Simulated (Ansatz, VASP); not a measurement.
# BeTe: VASP beside Ansatz

```xyz
2
Lattice="0.0000 2.8286 2.8286 2.8286 0.0000 2.8286 2.8286 2.8286 0.0000" Properties=species:S:1:pos:R:3 pbc="T T T"
Be    0.0000    0.0000    0.0000
Te    1.4143    1.4143    1.4143
```

Alike in both runs: task single point; functional PBE0; k mesh 6 × 6 × 6; no spin polarisation.

```csv
,VASP,Ansatz
version,VASP 6.6.1,Ansatz 0.2.0
potentials or method,"VASP PAW PBE potentials, release 64 (Be, Te)","plane waves, PAW"
plane-wave cutoff (eV),520,420
occupations,"gaussian, width 0.01 eV",fixed
valence electrons in the cell,8,18
```

|  | VASP | Ansatz | Ansatz less VASP |
| --- | --- | --- | --- |
| gap on the k mesh at the Fermi level (eV) | 3.34 | 3.35 | +0.006 |
| pressure (GPa) | -1.0 | -0.8 | +0.18 |

VASP's potentials hold 8 valence electrons a cell and Ansatz's 18, so a difference there can come from the potentials and not from the codes. Ansatz's warnings: stress exchange threshold loose, stress scf threshold loose.

Neither program's run includes spin-orbit coupling.
